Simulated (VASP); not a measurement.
# LiF (P6_3/mmc) in VASP: a series of runs

The runs below take LiF through dielectric tensor, vibrations by perturbation theory, with PBE, PBEsol.

Program: VASP 6.6.1. These are calculated values, not measurements. Logs are shortened: lines on timing, memory, paths and dates and some standing lists are left out, and cuts for length are marked.

### 1 The cell of the first run

It takes space group P6_3/mmc (No. 194, hexagonal). Conventional cell: a = 3.280 Å, b = 3.280 Å, c = 4.000 Å, α = 90.00°, β = 90.00°, γ = 120.00°. Li (site symmetry -6m2) has 5 F at 1.89 to 2.00 Å within 2.5 Å. Within 2.5 Å of F (site symmetry -6m2) lie 5 Li at 1.89 to 2.00 Å.

### 2 Dielectric tensor, PBE

File INCAR:

```
SYSTEM = LiF
PREC = Accurate
ENCUT = 520
EDIFF = 1E-8
ISMEAR = 0
SIGMA = 0.01
LREAL = .FALSE.
LASPH = .TRUE.
NELM = 80
ALGO = Normal
ISIF = 2
LWAVE = .FALSE.
LCHARG = .FALSE.
GGA = PE
LEPSILON = .TRUE.
```

File KPOINTS:

```
regular mesh
0
G
  9 9 6
  0 0 0
```

File POSCAR:

```
LiF
1.0
    3.2800799273      0.0000000000      0.0000000000
   -1.6400399637      2.8406325435      0.0000000000
    0.0000000000      0.0000000000      3.9995957589
Li F
2 2
Direct
    0.3333333333      0.6666666667      0.2500000000
    0.6666666667      0.3333333333      0.7500000000
    0.6666666667      0.3333333333      0.2500000000
    0.3333333333      0.6666666667      0.7500000000
```

Potentials or basis: VASP PAW PBE potentials, release 64 (Li_sv, F).

Launch:

```console
$ cat potpaw_PBE.64/Li_sv/POTCAR potpaw_PBE.64/F/POTCAR > POTCAR
$ mpirun -np 1 vasp_std > vasp.out
```

OUTCAR:

```text
SYSTEM = LiF
   PREC = Accurate
   ENCUT = 520
   EDIFF = 1E-8
   ISMEAR = 0
   LREAL = .FALSE.
   LASPH = .TRUE.
   NELM = 80
   ISIF = 2
   GGA = PE
   LEPSILON = .TRUE.

 ion  position               nearest neighbor table
   1  0.333  0.667  0.250-   3 1.89   3 1.89   3 1.89   4 2.00   4 2.00
   2  0.667  0.333  0.750-   4 1.89   4 1.89   4 1.89   3 2.00   3 2.00
   3  0.667  0.333  0.250-   1 1.89   1 1.89   1 1.89   2 2.00   2 2.00
   4  0.333  0.667  0.750-   2 1.89   2 1.89   2 1.89   1 2.00   1 2.00

  LATTYP: Found a hexagonal cell.
 ALAT       =     3.2800799273
 C/A-ratio  =     1.2193592374

  Lattice vectors:

 A1 = (   3.2800799273,   0.0000000000,   0.0000000000)
 A2 = (  -1.6400399637,   2.8406325435,   0.0000000000)
 A3 = (   0.0000000000,   0.0000000000,   3.9995957589)

Analysis of symmetry for initial positions (statically):
=====================================================================
 Subroutine PRICEL returns:
 Original cell was already a primitive cell.

 Routine SETGRP: Setting up the symmetry group for a
 hexagonal supercell.

 Subroutine GETGRP returns: Found 24 space group operations
 (whereof 12 operations were pure point group operations)
 out of a pool of 24 trial point group operations.

The static configuration has the point symmetry D_3d.
 The point group associated with its full space group is D_6h.

Analysis of symmetry for dynamics (positions and initial velocities):
=====================================================================
 Subroutine PRICEL returns:
 Original cell was already a primitive cell.

 Routine SETGRP: Setting up the symmetry group for a
 hexagonal supercell.

 Subroutine GETGRP returns: Found 24 space group operations
 (whereof 12 operations were pure point group operations)
 out of a pool of 24 trial point group operations.

The dynamic configuration has the point symmetry D_3d.
 The point group associated with its full space group is D_6h.

 Subroutine INISYM returns: Found 24 space group operations
 (whereof 12 operations are pure point group operations),
 and found     1 'primitive' translations

----------------------------------------------------------------------------------------

                                     Primitive cell

  volume of cell :      37.2662

  direct lattice vectors                    reciprocal lattice vectors
[... 572 lines left out ...]
     -0.00000      1.89376      2.99970        -0.000000     -0.000000      0.000000
 -----------------------------------------------------------------------------------
    total drift:                               -0.000000     -0.000000     -0.000000

  FREE ENERGIE OF THE ION-ELECTRON SYSTEM (eV)
  ---------------------------------------------------
  free  energy   TOTEN  =       -19.2621656392 eV

  energy  without entropy=      -19.2621656392  energy(sigma->0) =      -19.26216564

 HEAD OF MICROSCOPIC STATIC DIELECTRIC TENSOR (INDEPENDENT PARTICLE, excluding Hartree and local field effects)
 ------------------------------------------------------
           1.949988    -0.000000     0.000000
          -0.000000     1.949988     0.000000
           0.000000    -0.000000     1.945075
 ------------------------------------------------------

 Free energy of the ion-electron system (eV)
  ---------------------------------------------------
  ---------------------------------------------------
  free energy    TOTEN  =        -0.10476487 eV

  energy without entropy =       -0.10476487

------------------------ aborting loop because EDIFF is reached ----------------------------------------

--------------------------------------- Ionic step        2  -------------------------------------------

------------------------ aborting loop because EDIFF is reached ----------------------------------------

--------------------------------------- Ionic step        3  -------------------------------------------

 Free energy of the ion-electron system (eV)
  ---------------------------------------------------
  ---------------------------------------------------
  free energy    TOTEN  =        -0.10552957 eV

  energy without entropy =       -0.10552957

------------------------ aborting loop because EDIFF is reached ----------------------------------------

 PIEZOELECTRIC TENSOR FIELD DIRECTION 3  (e Angst)
 -----------------------------------------------------------------------------
    -0.00007  0.00000  0.00000           (  0.00000 -0.00000  0.00000)
     0.00000 -0.00007 -0.00000           ( -0.00000  0.00000 -0.00000)
    -0.00000 -0.00000  0.00065           (  0.00000 -0.00000  0.00000)

 PIEZOELECTRIC TENSOR FIELD DIRECTION 3  (C/m^2)
 -----------------------------------------------------------------------------
    -0.00003  0.00000  0.00000
     0.00000 -0.00003 -0.00000
    -0.00000 -0.00000  0.00028

 MACROSCOPIC STATIC DIELECTRIC TENSOR (including local field effects in DFT)
 ------------------------------------------------------
           1.914277    -0.000000     0.000000
          -0.000000     1.914277    -0.000000
          -0.000000     0.000000     1.930549
 ------------------------------------------------------

 PIEZOELECTRIC TENSOR (including local field effects)  for field in x, y, z        (e  Angst)
          XX          YY          ZZ          XY          YZ          ZX
  --------------------------------------------------------------------------------
  x     0.00000     0.00000     0.00000     0.00000     0.00000     0.00000
  y     0.00000     0.00000     0.00000     0.00000     0.00000     0.00000
  z     0.00000     0.00000     0.00000     0.00000     0.00000     0.00000

 PIEZOELECTRIC TENSOR (including local field effects)  for field in x, y, z        (C/m^2)
          XX          YY          ZZ          XY          YZ          ZX
  --------------------------------------------------------------------------------
  x     0.00000     0.00000     0.00000     0.00000     0.00000     0.00000
  y     0.00000     0.00000     0.00000     0.00000     0.00000     0.00000
  z     0.00000     0.00000     0.00000     0.00000     0.00000     0.00000

 BORN EFFECTIVE CHARGES (including local field effects) (in |e|, cummulative output)
 ---------------------------------------------------------------------------------
 ion    1
    1     0.97063    -0.00000     0.00000
    2    -0.00000     0.97063     0.00000
    3     0.00000    -0.00000     1.05632
 ion    2
    1     0.97063    -0.00000     0.00000
    2    -0.00000     0.97063     0.00000
    3     0.00000     0.00000     1.05632
 ion    3
    1    -0.97063     0.00000     0.00000
    2     0.00000    -0.97063     0.00000
    3     0.00000    -0.00000    -1.05632
 ion    4
    1    -0.97063     0.00000     0.00000
    2     0.00000    -0.97063     0.00000
    3     0.00000     0.00000    -1.05632
```

stdout:

```text
POSCAR found type information on POSCAR LiF
 POSCAR found :  2 types and       4 ions
 scaLAPACK will be used
 LDA part: xc-table for (Slater+PW92), standard interpolation
 POSCAR, INCAR and KPOINTS ok, starting setup
 FFT: planning ... GRIDC
 FFT: planning ... GRID_SOFT
 FFT: planning ... GRID
 WAVECAR not read
 entering main loop
 Linear response reoptimize wavefunctions to high precision
 Linear response G [H, r] |phi>, progress :
  Direction:   1
 Linear response G [H, r] |phi>, progress :
  Direction:   2
 Linear response G [H, r] |phi>, progress :
  Direction:   3
 Linear response to external field (no local field effect), progress :
  Direction:   1
 dielectric tensor                  component  1 :     1.917    -0.139    -0.036
 Linear response to external field (no local field effect), progress :
  Direction:   2
 dielectric tensor                  component  2 :    -0.139     1.982    -0.031
 Linear response to external field (no local field effect), progress :
  Direction:   3
 dielectric tensor                  component  3 :    -0.036    -0.031     1.945
 Linear response to external field, progress :
  Direction:   1
 dielectric tensor                  component  1 :     1.914    -0.047    -0.010
 Linear response to external field, progress :
  Direction:   2
 dielectric tensor                  component  2 :    -0.047     1.914    -0.031
 Linear response to external field, progress :
  Direction:   3
 dielectric tensor                  component  3 :    -0.036    -0.031     1.931
 Born effective charges drift removed
```

Run time: 7.1 min. Hardware: 1 thread of Intel Xeon 8259CL, shared host; peak memory 0.25 GiB.

What came out:

```
Band gap on the k mesh                  : 7.82 eV
Electronic dielectric tensor (diagonal) : 1.91, 1.91, 1.93
Born charges (mean of the diagonal)     : Li +1.00; F -1.00 e
```

Levels at points of the mesh, in eV from the valence-band top:
| k point | band 8 | band 9 | band 10 | band 11 | band 12 | band 13 |
| --- | --- | --- | --- | --- | --- | --- |
| (0.00, 0.00, 0.00) | -0.48 | -0.48 | 0.00 | 7.82 | 14.80 | 16.41 |
| (0.00, 0.00, 0.50) | -0.87 | -0.87 | -0.87 | 10.33 | 10.33 | 16.88 |

Electronic dielectric tensor:
```
1.91 0.00 0.00
0.00 1.91 0.00
0.00 0.00 1.93
```

Born effective charge tensors (e):
atom 1, Li
```
0.97 0.00 0.00
0.00 0.97 0.00
0.00 0.00 1.06
```
atom 2, Li
```
0.97 0.00 0.00
0.00 0.97 0.00
0.00 0.00 1.06
```
atom 3, F
```
-0.97  0.00  0.00
 0.00 -0.97  0.00
 0.00  0.00 -1.06
```
atom 4, F
```
-0.97  0.00  0.00
 0.00 -0.97  0.00
 0.00  0.00 -1.06
```

Caveat: the cutoff is under 1.25 times the usual one of these potentials, so pressure, stress and relaxed cells hold a basis-set (Pulay) error; an odd mesh through Γ misses points on the zone boundary, where band edges can lie.

### 3 Vibrations by perturbation theory, PBEsol

This run uses another cell than the first one, of 9.45 Å³/atom.

File INCAR:

```
PREC     = Accurate       # precision mode
ENCUT    = 520            # plane-wave cutoff, eV
EDIFF    = 1E-8           # SCF threshold, eV
ISMEAR   = 0              # smearing method
SIGMA    = 0.01           # smearing width, eV
LREAL    = False          # projectors in reciprocal space
LASPH    = True           # aspherical terms in the spheres
NELM     = 80             # most SCF steps
ALGO     = Normal         # electronic algorithm
ISIF     = 2              # what is computed and relaxed
LWAVE    = False          # write WAVECAR
LCHARG   = False          # write CHGCAR
GGA      = PS             # functional
NBANDS   = 18             # bands
IBRION   = 8              # ionic algorithm
NSW      = 1              # ionic steps
LEPSILON = True           # dielectric tensor by DFPT
```

File KPOINTS:

```
regular mesh
0
Gamma
  9 9 6
```

File POSCAR:

```
LiF
1.0
    3.2972937043      0.0000000000      0.0000000000
   -1.6486468521      2.8555401117      0.0000000000
    0.0000000000      0.0000000000      4.0166669765
Li F
2 2
Direct
    0.3333333333      0.6666666667      0.2500000000
    0.6666666667      0.3333333333      0.7500000000
    0.6666666667      0.3333333333      0.2500000000
    0.3333333333      0.6666666667      0.7500000000
```

Potentials or basis: VASP PAW PBE potentials, release 64 (Li_sv, F).

Launch:

```console
$ cat potpaw_PBE.64/Li_sv/POTCAR potpaw_PBE.64/F/POTCAR > POTCAR
$ mpirun -np 1 vasp_std > vasp.out
```

OUTCAR:

```text
PREC = Accurate
   ENCUT = 520
   EDIFF = 1E-8
   ISMEAR = 0
   LREAL = False
   LASPH = True
   NELM = 80
   ISIF = 2
   GGA = PS
   IBRION = 8
   NSW = 1
   LEPSILON = True

 ion  position               nearest neighbor table
   1  0.333  0.667  0.250-   3 1.90   3 1.90   3 1.90   4 2.01   4 2.01
   2  0.667  0.333  0.750-   4 1.90   4 1.90   4 1.90   3 2.01   3 2.01
   3  0.667  0.333  0.250-   1 1.90   1 1.90   1 1.90   2 2.01   2 2.01
   4  0.333  0.667  0.750-   2 1.90   2 1.90   2 1.90   1 2.01   1 2.01

  LATTYP: Found a hexagonal cell.
[... 936 lines left out ...]
      1.648647  0.951847  3.012500    -0.000000    0.000000   -0.369712
      1.648647  0.951847  1.004167    -0.000000    0.000000   -0.602754
     -0.000000  1.903693  3.012500    -0.000000    0.000000   -0.602754

--------------------------------------------------------------------------------------------------------

 MACROSCOPIC STATIC DIELECTRIC TENSOR IONIC CONTRIBUTION
 ------------------------------------------------------
           2.557185     0.000000    -0.000000
           0.000000     2.557185     0.000000
          -0.000000     0.000000     7.870261
 ------------------------------------------------------

 ELASTIC MODULI CONTR FROM IONIC RELAXATION (kBar)
 Direction    XX          YY          ZZ          XY          YZ          ZX
 --------------------------------------------------------------------------------
 XX        -261.2035    261.2035      0.0000     -0.0000     -0.0000     -0.0000
 YY         261.2035   -261.2035     -0.0000     -0.0000      0.0000      0.0000
 ZZ           0.0000     -0.0000     -0.0000      0.0000     -0.0000      0.0000
 XY          -0.0000     -0.0000      0.0000   -261.2035      0.0000      0.0000
 YZ          -0.0000      0.0000     -0.0000      0.0000     -0.0000     -0.0000
 ZX          -0.0000      0.0000      0.0000      0.0000     -0.0000     -0.0000
 --------------------------------------------------------------------------------

 PIEZOELECTRIC TENSOR IONIC CONTR  for field in x, y, z        (C/m^2)
          XX          YY          ZZ          XY          YZ          ZX
  --------------------------------------------------------------------------------
  x    -0.00000     0.00000    -0.00000     0.00000    -0.00000    -0.00000
  y     0.00000    -0.00000    -0.00000    -0.00000     0.00000     0.00000
  z     0.00000    -0.00000     0.00000    -0.00000     0.00000     0.00000
```

Wall time 35 min (1 thread of Intel Xeon 8259CL, shared host); peak memory 0.41 GiB.

What came out:

```
Electronic dielectric tensor (diagonal)                 : 1.93, 1.93, 1.95
Born charges (mean of the diagonal)                     : Li +1.00; F -1.00 e
Highest phonon frequency at Γ, LO-TO splitting left out : 439 cm⁻¹
```

Phonon frequencies in cm⁻¹ (negative: imaginary):
| q point | frequencies |
| --- | --- |
| (0.000, 0.000, 0.000) | -1 0 0 238 238 268 348 428 433 433 439 439 |

Electronic dielectric tensor:
```
1.93 0.00 0.00
0.00 1.93 0.00
0.00 0.00 1.95
```

Born effective charge tensors (e):
atom 1, Li
```
0.97 0.00 0.00
0.00 0.97 0.00
0.00 0.00 1.06
```
atom 2, Li
```
0.97 0.00 0.00
0.00 0.97 0.00
0.00 0.00 1.06
```
atom 3, F
```
-0.97  0.00  0.00
 0.00 -0.97  0.00
 0.00  0.00 -1.06
```
atom 4, F
```
-0.97  0.00  0.00
 0.00 -0.97  0.00
 0.00  0.00 -1.06
```

Caveat: the cutoff is under 1.25 times the usual one of these potentials, so pressure, stress and relaxed cells hold a basis-set (Pulay) error; the PAW data sets were made with another functional, which shifts forces and pressure a little.
